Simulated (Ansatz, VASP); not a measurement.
One calculation of Ca, two programs

File INCAR:

```
PREC = Accurate
ENCUT = 520
EDIFF = 1E-6
ISMEAR = 0
SIGMA = 0.1
LREAL = False
LASPH = True
NELM = 100
ALGO = Normal
ISIF = 2
LWAVE = False
LCHARG = True
GGA = PE
LELF = True
LVHAR = True
NBANDS = 17
```

File KPOINTS:

```
regular mesh
0
Gamma
  12 12 8
```

The input POSCAR:

```
Ca
1.0
    4.0294709146      0.0000000000      0.0000000000
   -2.0147354573      3.4896241759      0.0000000000
    0.0000000000      0.0000000000      6.9922436000
Ca
2
Direct
    0.3333333333      0.6666666667      0.2500000000
    0.6666666667      0.3333333333      0.7500000000
```

Input for Ansatz:

```yaml
crystal:
  lattice:
    - [4.0294709146, 0.0, 0.0]
    - [-2.0147354573, 3.4896241759, 0.0]
    - [0.0, 0.0, 6.9922436]
  atoms:
    - { symbol: Ca, position: [0.3333333333, 0.6666666667, 0.25] }
    - { symbol: Ca, position: [0.6666666667, 0.3333333333, 0.75] }
basis:
  ecutwfc: 420
kpoints:
  mp_grid: { grid: [12, 12, 8] }
hamiltonian:
  xc: pbe
scf:
  occupations: { method: gaussian, width: 0.1 }
output:
  forces: true
  stress: true
  eigenvalues: true
```

Alike in both runs: task single point; functional PBE; k mesh 12 × 12 × 8; occupations gaussian, width 0.1 eV; no spin polarisation.

|  | VASP | Ansatz |
| --- | --- | --- |
| version | VASP 6.6.1 | Ansatz 0.2.0 |
| potentials or method | VASP PAW PBE potentials, release 64 (Ca_sv), cutoff 520 eV | scalar-relativistic, plane waves, PAW |
| valence electrons in the cell | 20 | 20 |

```tsv
	VASP	Ansatz	Ansatz less VASP
gap on the k mesh at the Fermi level (eV)	none	none	-
pressure (GPa)	-2.0	-2.0	-0.01
traceless stress, the component that is largest in VASP (GPa)	-0.85	-0.85	+0.001
```

A gap of «none» marks a metal or a gap that the smearing closes.
